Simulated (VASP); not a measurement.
A run of VASP 6.6.1 is set up as follows.

Contents of INCAR:

```
PREC     = Accurate       # precision mode
ENCUT    = 520            # plane-wave cutoff, eV
EDIFF    = 1E-7           # SCF threshold, eV
ISMEAR   = 0              # smearing method
SIGMA    = 0.15           # smearing width, eV
LREAL    = F              # projectors in reciprocal space
LASPH    = T              # aspherical terms in the spheres
NELM     = 100            # most SCF steps
ALGO     = Normal         # electronic algorithm
ISIF     = 2              # what is computed and relaxed
LWAVE    = F              # write WAVECAR
LCHARG   = T              # write CHGCAR
GGA      = PE             # functional
LELF     = T              # ELF
LVHAR    = T            
NBANDS   = 33             # bands
```

File KPOINTS:

```
Automatic mesh
0
Gamma
  3 3 3
```

Contents of POSCAR:

```
ZnSn2N2
1.0
    2.8807939710     -6.3877745192      0.0000000000
    2.8807939710      6.3877745192      0.0000000000
    0.0000000000      0.0000000000      3.4765123203
Zn Sn N
1 2 2
Direct
    0.5000000000      0.5000000000      0.0000000000
    0.7083766479      0.2916233521      0.0000000000
    0.2916233521      0.7083766479      0.0000000000
    0.9037991593      0.9037991593      0.0000000000
    0.0962008407      0.0962008407      0.0000000000
```

Potentials or basis: VASP PAW PBE potentials, release 64 (Zn, Sn_d, N).

The run is started by

```bash
$ cat potpaw_PBE.64/Zn/POTCAR potpaw_PBE.64/Sn_d/POTCAR potpaw_PBE.64/N/POTCAR > POTCAR
$ mpirun -np 1 vasp_std > vasp.out
```

Problem. What does it give for the band gap on the k mesh?

Solution. Zero (band 25 reaches 3.53 eV, above the bottom of band 26 at 2.75 eV).

Problem. Predict the largest force.

Solution. 1.600 eV/Å.

Forces in eV/Å, atoms in the order of the input:
```
Zn   0.000  0.000  0.000
Sn   0.000 -0.010  0.000
Sn   0.000  0.010  0.000
N   -1.600  0.000  0.000
N    1.600  0.000  0.000
```

Caveat: the k points lie up to 0.60 Å⁻¹ apart; the standard files for N, O and F lose accuracy on very short bonds; spin-orbit coupling is left out, which moves the levels of the heavy elements; forces of over 1 eV/Å act on the atoms, so gaps and moduli don't describe the material at rest.
